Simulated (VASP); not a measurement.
# Al (Fm-3m) in VASP: further runs

Al is run at these levels: PBEsol; tasks: single point.

All numbers are computed with VASP 6.6.1; they aren't measurements. Logs are shortened: lines on timing, memory, paths and dates and some standing lists are left out, and cuts for length are marked.

### 1 The cell of the first run

The structure is cubic, space group Fm-3m (No. 225). Conventional cell: a = 3.848 Å, b = 3.848 Å, c = 3.848 Å, α = 90.00°, β = 90.00°, γ = 90.00°. Al (site symmetry m-3m) has 12 Al at 2.72 Å within 3.6 Å.

### 2 Single point, PBEsol (volume scaled by 0.88)

File INCAR:

```
SYSTEM = Al
ALGO = Fast
EDIFF = 1E-7
ENCUT = 520
GGA = PS
ISIF = 2
ISMEAR = 0
LASPH = .True.
LCHARG = .True.
LELF = .True.
LREAL = .False.
LVHAR = .True.
LWAVE = .False.
NBANDS = 8
NELM = 60
PREC = Accurate
SIGMA = 0.1
```

File KPOINTS:

```
k-points
0
Gamma
  18 18 18
  0 0 0
```

File POSCAR:

```
Al
1.0
    0.0000000000      1.9240366290      1.9240366290
    1.9240366290      0.0000000000      1.9240366290
    1.9240366290      1.9240366290      0.0000000000
Al
1
Direct
    0.0000000000      0.0000000000      0.0000000000
```

Potentials or basis: VASP PAW PBE potentials, release 64 (Al).

Started as:

```bash
cat potpaw_PBE.64/Al/POTCAR > POTCAR
mpirun -np 1 vasp_std > vasp.out
```

OUTCAR:

```text
SYSTEM = Al
   EDIFF = 1E-7
   ENCUT = 520
   GGA = PS
   ISIF = 2
   ISMEAR = 0
   LASPH = .True.
   LREAL = .False.
   NELM = 60
   PREC = Accurate

 ion  position               nearest neighbor table
   1  0.000  0.000  0.000-

  LATTYP: Found a face centered cubic cell.
 ALAT       =     3.8480732580

  Lattice vectors:

 A1 = (   0.0000000000,   1.9240366290,   1.9240366290)
 A2 = (   1.9240366290,   0.0000000000,   1.9240366290)
 A3 = (   1.9240366290,   1.9240366290,   0.0000000000)

Analysis of symmetry for initial positions (statically):
=====================================================================
 Subroutine PRICEL returns:
 Original cell was already a primitive cell.

 Routine SETGRP: Setting up the symmetry group for a
 face centered cubic supercell.

 Subroutine GETGRP returns: Found 48 space group operations
 (whereof 48 operations were pure point group operations)
 out of a pool of 48 trial point group operations.

The static configuration has the point symmetry O_h .

Analysis of symmetry for dynamics (positions and initial velocities):
=====================================================================
 Subroutine PRICEL returns:
 Original cell was already a primitive cell.

 Routine SETGRP: Setting up the symmetry group for a
 face centered cubic supercell.

 Subroutine GETGRP returns: Found 48 space group operations
 (whereof 48 operations were pure point group operations)
 out of a pool of 48 trial point group operations.

The dynamic configuration has the point symmetry O_h .

 Subroutine INISYM returns: Found 48 space group operations
 (whereof 48 operations are pure point group operations),
 and found     1 'primitive' translations

----------------------------------------------------------------------------------------

                                     Primitive cell

  volume of cell :      14.2452

  direct lattice vectors                    reciprocal lattice vectors
     0.000000000  1.924036629  1.924036629    -0.259870312  0.259870312  0.259870312
     1.924036629  0.000000000  1.924036629     0.259870312 -0.259870312  0.259870312
     1.924036629  1.924036629  0.000000000     0.259870312  0.259870312 -0.259870312

  length of vectors
     2.720998695  2.720998695  2.720998695     0.450108585  0.450108585  0.450108585

  position of ions in fractional coordinates (direct lattice)
     0.000000000  0.000000000  0.000000000

  ion indices of the primitive-cell ions
   primitive index   ion index
                 1           1

----------------------------------------------------------------------------------------

 KPOINTS: k-points

Automatic generation of k-mesh.
 Grid dimensions read from file:
 generate k-points for:   18   18   18

 Generating k-lattice:

  Cartesian coordinates                     Fractional coordinates (reciprocal lattice)
    -0.014437240  0.014437240  0.014437240     0.055555556  0.000000000  0.000000000
     0.014437240 -0.014437240  0.014437240     0.000000000  0.055555556  0.000000000
     0.014437240  0.014437240 -0.014437240     0.000000000  0.000000000  0.055555556

  Length of vectors
     0.025006032  0.025006032  0.025006032

  Shift w.r.t. Gamma in fractional coordinates (k-lattice)
     0.000000000  0.000000000  0.000000000

 Subroutine IBZKPT returns following result:
 ===========================================

 Found    195 irreducible k-points:

 Following reciprocal coordinates:
            Coordinates               Weight
  0.000000  0.000000  0.000000      1.000000
  0.055556  0.000000  0.000000      8.000000
  0.111111  0.000000  0.000000      8.000000
  0.166667  0.000000  0.000000      8.000000
  0.222222  0.000000  0.000000      8.000000
  0.277778  0.000000  0.000000      8.000000
[... 16 lines left out ...]
 -0.277778  0.055556  0.000000     24.000000
 -0.222222  0.055556  0.000000     24.000000
 [... further k-points ...]
   k-points           NKPTS =    195   k-points in BZ     NKDIM =    195   number of bands    NBANDS=      8
   number of dos      NEDOS =    301   number of ions     NIONS =      1
   total plane-waves  NPLWV =   8000
   dimension x,y,z NGX =    20 NGY =   20 NGZ =   20
   dimension x,y,z NGXF=    40 NGYF=   40 NGZF=   40
   ions per type =               1
   NGX,Y,Z   is equivalent  to a cutoff of  12.22, 12.22, 12.22 a.u.
   NGXF,Y,Z  is equivalent  to a cutoff of  24.44, 24.44, 24.44 a.u.
 SYSTEM =  Al
   PREC   = accura    normal or accurate (medium, high low for compatibility)
   ISTART =      0    job   : 0-new  1-cont  2-samecut
   ICHARG =      2    charge: 1-file 2-atom 10-const
   ISPIN  =      1    spin polarized calculation?
   LNONCOLLINEAR =      F non collinear calculations
   LSORBIT =      F    spin-orbit coupling
   LASPH  =      T    aspherical Exc in radial PAW
   ENCUT  =  520.0 eV  38.22 Ry    6.18 a.u.   5.06  5.06  5.06*2*pi/ulx,y,z
   NELM   =     60;   NELMIN=  2; NELMDL= -5     # of ELM steps
   EDIFF  = 0.1E-06   stopping-criterion for ELM
   LREAL  =      F    real-space projection
   EDIFFG = 0.1E-05   stopping-criterion for IOM
   NSW    =      0    number of steps for IOM
   IBRION =     -1    ionic relax: 0-MD 1-quasi-New 2-CG
   NFREE  =      0    steps in history (QN), initial steepest desc. (CG)
   ISIF   =      2    stress and relaxation
   ISYM   =      2    0-nonsym 1-usesym 2-fastsym
   POTIM  = 0.5000    time-step for ionic-motion
   TEBEG  =    0.0;   TEEND  =   0.0 temperature during run
   PSTRESS=    0.0 pullay stress
   NELECT =       3.0000    total number of electrons
   NUPDOWN=      -1.0000    fix difference up-down
   EMIN   =  10.00;   EMAX   =-10.00  energy-range for DOS
   EFERMI =   0.00;   METHOD = LEGACY
   ISMEAR =     0;   SIGMA  =   0.10  broadening in eV -4-tet -1-fermi 0-gaus
   EFERMI_NEDOS =   21; number of points for ismear=-14 and -15
   IALGO  =     68    algorithm
   IMIX   =      4    mixing-type and parameters
     AMIX     =   0.40;   BMIX     =  1.00
     AMIX_MAG =   1.60;   BMIX_MAG =  1.00
  volume/ion in A,a.u.               =      14.25        96.13
  Fermi-wavevector in a.u.,A,eV,Ry     =   0.973999  1.840592 12.907498  0.948674
  Thomas-Fermi vector in A             =   2.104424
   LORBIT       =      0    0 simple, 1 ext, 2 COOP (PROOUT), +10 PAW based schemes
   GGA     = PS    functional components
   LHFCALC =     F    Hartree Fock is set to
   AEXX    =    0.0000 exact exchange contribution
   IVDW    =     0    specifies the selected vdW correction
   LEPSILON=     F    determine dielectric tensor
   LRPA    =     F    only Hartree local field effects (RPA)
 non-spin polarized calculation
 RMM-DIIS sequential band-by-band and
 Gauss-broadening in eV      SIGMA  =   0.10
  energy-cutoff  :      520.00
  volume of cell :       14.25
 maximum number of plane-waves:       392
   NGX = 11   NGY = 11   NGZ = 11

 number of electron       3.0000000 magnetization

 Free energy of the ion-electron system (eV)
  ---------------------------------------------------
  ext. energy  EPLUGINS =         0.00000000
  ---------------------------------------------------
  free energy    TOTEN  =        -4.01548941 eV

  energy without entropy =       -4.01324524  energy(sigma->0) =       -4.01436732

 E-fermi :   9.5634     XC(G=0): -10.8050

 val. band max:        9.5320771659   @ k =   0.5000   0.4444   0.0556
 cond. band min:       9.6121408361   @ k =  -0.3333   0.4444   0.1111
 fundamental gap:      0.0800636702
 Fermi energy:         9.5633967908

 k-point     1 :       0.0000    0.0000    0.0000
  band No.  band energies     occupation
      1      -2.6157      2.00000
      2      23.0037      0.00000
      3      23.0037      0.00000
      4      23.0037      0.00000
      5      25.6810      0.00000
      6      25.6810      0.00000
      7      25.6810      0.00000
      8      27.1654      0.00000

 k-point     2 :       0.0556    0.0000    0.0000
  band No.  band energies     occupation
      1      -2.5232      2.00000
      2      21.5456      0.00000
      3      22.7948      0.00000
      4      22.7948      0.00000
      5      26.0178      0.00000
      6      26.0398      0.00000
      7      26.0398      0.00000
      8      28.2167      0.00000

 k-point     3 :       0.1111    0.0000    0.0000
  band No.  band energies     occupation
      1      -2.2464      2.00000
      2      19.1841      0.00000
      3      22.3727      0.00000
      4      22.3727      0.00000
      5      25.9158      0.00000
      6      26.9006      0.00000
      7      26.9006      0.00000
      8      28.9238      0.00000

 k-point     4 :       0.1667    0.0000    0.0000
  band No.  band energies     occupation
      1      -1.7864      2.00000
      2      16.7711      0.00000
      3      21.9603      0.00000
      4      21.9603      0.00000
      5      25.6620      0.00000
      6      27.4800      0.00000
      7      27.4800      0.00000
      8      28.2464      0.00000

 k-point     5 :       0.2222    0.0000    0.0000
  band No.  band energies     occupation
      1      -1.1453      2.00000
      2      14.4321      0.00000
      3      21.6409      0.00000
      4      21.6409      0.00000
      5      25.4231      0.00000
      6      26.3591      0.00000
      7      26.3591      0.00000
      8      29.5189      0.00000

 k-point     6 :       0.2778    0.0000    0.0000
  band No.  band energies     occupation
      1      -0.3261      2.00000
      2      12.2057      0.00000
      3      21.4422      0.00000
      4      21.4422      0.00000
      5      25.2611      0.00000
      6      25.2611      0.00000
      7      25.2708      0.00000
      8      29.6762      0.00000

 k-point     7 :       0.3333    0.0000    0.0000
  band No.  band energies     occupation
      1       0.6674      2.00000
      2      10.1104      0.00000
      3      21.3729      0.00000
      4      21.3729      0.00000
      5      24.2987      0.00000
      6      24.2987      0.00000
      7      25.2410      0.00000
      8      28.6947      0.00000

 k-point     8 :       0.3889    0.0000    0.0000
  band No.  band energies     occupation
      1       1.8301      2.00000
      2       8.1579      2.00000
      3      21.4301      0.00000
      4      21.4301      0.00000
      5      23.4967      0.00000
      6      23.4967      0.00000
      7      25.3430      0.00000
      8      27.8343      0.00000

 k-point     9 :       0.4444    0.0000    0.0000
  band No.  band energies     occupation
      1       3.1507      2.00000
      2       6.3626      2.00000
      3      21.5848      0.00000
      4      21.5848      0.00000
      5      22.8927      0.00000
      6      22.8927      0.00000
      7      25.5451      0.00000
      8      27.1637      0.00000

 k-point    10 :       0.5000    0.0000    0.0000
  band No.  band energies     occupation
      1       4.3743      2.00000
      2       4.9806      2.00000
      3      21.7000      0.00000
      4      21.7000      0.00000
      5      22.6273      0.00000
      6      22.6273      0.00000
      7      25.6840      0.00000
      8      26.8665      0.00000
[... 78 lines left out ...]
 k-point    18 :       0.4444    0.0556    0.0000
  band No.  band energies     occupation
      1       2.7728      2.00000
      2       7.0172      2.00000
      3      20.4409      0.00000
      4      20.8612      0.00000
      5      22.2570      0.00000
      6      24.2957      0.00000
      7      26.5837      0.00000
      8      27.9399      0.00000

 k-point    19 :       0.5000    0.0556    0.0000
  band No.  band energies     occupation
      1       4.1556      2.00000
      2       5.3710      2.00000
      3      20.3601      0.00000
      4      20.7649      0.00000
      5      22.5146      0.00000
      6      23.7205      0.00000
      7      26.7231      0.00000
      8      27.5392      0.00000

 k-point    20 :      -0.4444    0.0556    0.0000
  band No.  band energies     occupation
      1       3.6955      2.00000
      2       5.8837      2.00000
      3      19.9570      0.00000
      4      21.2317      0.00000
      5      22.9804      0.00000
      6      23.3016      0.00000
      7      26.4893      0.00000
      8      27.8142      0.00000

 k-point    21 :      -0.3889    0.0556    0.0000
  band No.  band energies     occupation
      1       2.3325      2.00000
      2       7.6151      2.00000
      3      19.6897      0.00000
      4      21.8209      0.00000
      5      23.0594      0.00000
      6      23.6141      0.00000
      7      26.2000      0.00000
      8      28.4464      0.00000

 k-point    22 :      -0.3333    0.0556    0.0000
  band No.  band energies     occupation
      1       1.1161      2.00000
      2       9.5143      1.51245
      3      19.5684      0.00000
      4      22.3983      0.00000
      5      23.1252      0.00000
      6      24.3972      0.00000
      7      26.0342      0.00000
      8      29.2380      0.00000

 k-point    23 :      -0.2778    0.0556    0.0000
  band No.  band energies     occupation
      1       0.0663      2.00000
      2      11.5584      0.00000
      3      19.5965      0.00000
      4      22.6484      0.00000
      5      23.8073      0.00000
      6      25.2958      0.00000
      7      26.0346      0.00000
      8      30.0886      0.00000

 k-point    24 :      -0.2222    0.0556    0.0000
  band No.  band energies     occupation
      1      -0.8109      2.00000
      2      13.7337      0.00000
      3      19.7746      0.00000
      4      22.8174      0.00000
      5      24.8416      0.00000
      6      25.9626      0.00000
      7      26.5198      0.00000
      8      28.8866      0.00000

 [... further k-points ...]

------------------------ aborting loop because EDIFF is reached ----------------------------------------

  FORCE on cell =-STRESS in cart. coord.  units (eV):
  Direction    XX          YY          ZZ          XY          YZ          ZX
  --------------------------------------------------------------------------------------
  -------------------------------------------------------------------------------------
  Total        1.2385900      1.2385900      1.2385900     -0.0000000     -0.0000000     -0.0000000
  in kB      139.3054606    139.3054606    139.3054606     -0.0000000     -0.0000000     -0.0000000
  external PRESSURE =     139.3054606 kB  Pullay stress =       0.0000000 kB

 VOLUME and BASIS-vectors are now :
 -----------------------------------------------------------------------------
  energy-cutoff  :      520.00
  volume of cell :       14.25
      direct lattice vectors                 reciprocal lattice vectors
     0.000000000  1.924036629  1.924036629    -0.259870312  0.259870312  0.259870312
     1.924036629  0.000000000  1.924036629     0.259870312 -0.259870312  0.259870312
     1.924036629  1.924036629  0.000000000     0.259870312  0.259870312 -0.259870312

 POSITION                                       TOTAL-FORCE (eV/Angst)
 -----------------------------------------------------------------------------------
      0.00000      0.00000      0.00000         0.000000      0.000000     -0.000000
 -----------------------------------------------------------------------------------
    total drift:                                0.000000      0.000000     -0.000000

  FREE ENERGIE OF THE ION-ELECTRON SYSTEM (eV)
  ---------------------------------------------------
  free  energy   TOTEN  =        -4.0154894062 eV

  energy  without entropy=       -4.0132452423  energy(sigma->0) =       -4.01436732
```

It took 26 s on 1 thread of Intel Xeon 8259CL, shared host; peak memory 0.13 GiB.

What came out:

```
Free energy : -4.0155 eV
Pressure    : 13.9 GPa
```

Caveat: the PAW data sets were made with another functional, which shifts forces and pressure a little.

### 3 Single point, PBEsol (volume scaled by 0.91)

File INCAR:

```
SYSTEM = Al
PREC = Accurate ; ENCUT = 520
EDIFF = 1E-7 ; ISMEAR = 0
SIGMA = 0.1 ; LREAL = .False.
LASPH = .True. ; NELM = 100
ALGO = Normal ; ISIF = 2
LWAVE = .False. ; LCHARG = .False.
GGA = PS ; NBANDS = 8
```

File KPOINTS:

```
Automatic mesh
0
Gamma
  18 18 18
  0 0 0
```

File POSCAR:

```
Al
1.0
    0.0000000000      1.9456568277      1.9456568277
    1.9456568277      0.0000000000      1.9456568277
    1.9456568277      1.9456568277      0.0000000000
Al
1
Direct
    0.0000000000      0.0000000000      0.0000000000
```

Potentials or basis: VASP PAW PBE potentials, release 64 (Al).

Started as:

```bash
cat potpaw_PBE.64/Al/POTCAR > POTCAR
mpirun -np 1 vasp_std > vasp.out
```

It took 20 s on 1 thread of Intel Xeon 8259CL, shared host; peak memory 0.13 GiB.

The run converged. Its results:

```
Free energy : -4.0509 eV
Pressure    : 9.5 GPa
```

Levels at points of the mesh, in eV from the Fermi level:
```csv
k point,band 1,band 2,band 3,band 4,band 5
"(0.00, 0.00, 0.00)",-11.93,13.24,13.24,13.24,15.64
"(0.50, 0.00, 0.00)",-5.05,-4.53,11.97,11.97,12.67
"(0.50, 0.50, 0.00)",-3.19,-1.65,5.28,6.15,6.15
```

Caveat: the PAW data sets were made with another functional, which shifts forces and pressure a little.
